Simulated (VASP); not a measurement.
The system is K2IBr.

```
CELL_PARAMETERS angstrom
2.41827 1.39619 7.91989
-2.41827 1.39619 7.91989
0.00000 -2.79238 7.91989
ATOMIC_POSITIONS crystal
Br 0.00000 0.00000 0.00000
I 0.50000 0.50000 0.50000
K 0.25590 0.25590 0.25590
K 0.74410 0.74410 0.74410
```

Base run:

```yaml
Program: VASP 6.6.1
Functional: PBE
Potentials_or_basis: VASP PAW PBE potentials, release 64 (Br, I, K_sv)
Cutoff: 520 eV
k_mesh: 6 × 6 × 6
Occupations: gaussian, width 0.01 eV
Spin: no spin polarisation
```

Its results: band gap on the k mesh 3.83 eV; pressure 0.6 GPa.

**Question.** The run is repeated on the same cell with these changes: functional from PBE to r2SCAN. What comes out?

**Answer.** Band gap on the k mesh 4.44 eV; pressure 0.0 GPa.

Caveats: spin-orbit coupling is left out, which moves the levels of the heavy elements; the PAW data sets were made with another functional, which shifts forces and pressure a little (at least some runs).

A k mesh can miss the band edges.
